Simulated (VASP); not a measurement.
**MoS2: single point with revPBE**

MoS2:

```
CELL_PARAMETERS angstrom
1.60167 0.92472 8.77229
-1.60167 0.92472 8.77229
0.00000 -1.84945 8.77229
ATOMIC_POSITIONS crystal
Mo 0.00011 0.00011 0.00011
S 0.39286 0.39286 0.39286
S 0.27403 0.27403 0.27403
```

```yaml
Program: VASP 6.6.1
Task: single point
Functional: revPBE
Potentials_or_basis: VASP PAW PBE potentials, release 64 (Mo_sv, S)
Cutoff: 520 eV
k_mesh: 10 × 10 × 10
Occupations: fermi-dirac, width 0.05 eV
Spin: no spin polarisation
```

```yaml
Pressure: -0.1 GPa
Largest_force: 0.020 eV/Å
Band_gap_on_the_k_mesh: 1.66 eV (least direct gap 1.88 eV)
```

Forces in eV/Å, atoms in the order of the input:
```
Mo   0.000  0.000  0.000
S    0.000  0.000 -0.020
S    0.000  0.000  0.020
```

Levels at points of the mesh, in eV from the valence-band top:
| k point | band 9 | band 10 | band 11 | band 12 | band 13 | band 14 | band 15 | band 16 | band 17 | band 18 |
| --- | --- | --- | --- | --- | --- | --- | --- | --- | --- | --- |
| (0.00, 0.00, 0.00) | -2.68 | -1.75 | -1.60 | -1.60 | -0.09 | 2.62 | 2.62 | 2.86 | 2.86 | 5.29 |
| (0.50, 0.00, 0.00) | -4.11 | -3.22 | -1.93 | -1.10 | -0.71 | 2.09 | 2.60 | 3.79 | 4.15 | 6.05 |
| (0.50, 0.50, 0.00) | -4.11 | -3.22 | -1.94 | -1.10 | -0.70 | 2.09 | 2.61 | 3.76 | 4.15 | 6.15 |
| (0.50, 0.50, 0.50) | -2.68 | -1.85 | -1.60 | -1.60 | 0.00 | 2.62 | 2.62 | 2.86 | 2.86 | 5.73 |

It took 18 min on 1 thread of AMD EPYC 9R45 96-Core Processor (Zen 5), on a shared host, peak memory 0.72 GiB.

Caveat: the PAW data sets were made with another functional, which shifts forces and pressure a little. A k mesh can miss the band edges.
